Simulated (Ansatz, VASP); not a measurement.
One calculation of HfC, two programs

```
Hf C
1.0
     0.00000    2.29358    2.29358
     2.29358    0.00000    2.29358
     2.29358    2.29358    0.00000
Hf C
1 1
Direct
  0.50000 0.50000 0.50000
  0.00000 0.00000 0.00000
```

Change from the starting cell: volume scaled by 0.96.

Alike in both runs: task single point; functional PBEsol; k mesh 15 × 15 × 15; occupations fermi-dirac, width 0.05 eV; no spin polarisation.

|  | VASP | Ansatz |
| --- | --- | --- |
| version | VASP 6.6.1 | Ansatz 0.2.0 |
| potentials or method | VASP PAW PBE potentials, release 64 (Hf_pv, C), cutoff 600 eV | all-electron LAPW, scalar-relativistic |

|  | VASP | Ansatz | Ansatz less VASP |
| --- | --- | --- | --- |
| pressure (GPa) | 2.9 | 3.3 | +0.39 |

VASP's potentials were made for PBE, not for PBEsol. Ansatz ran all-electron here, and VASP with PAW potentials.

Spin-orbit coupling is off throughout.
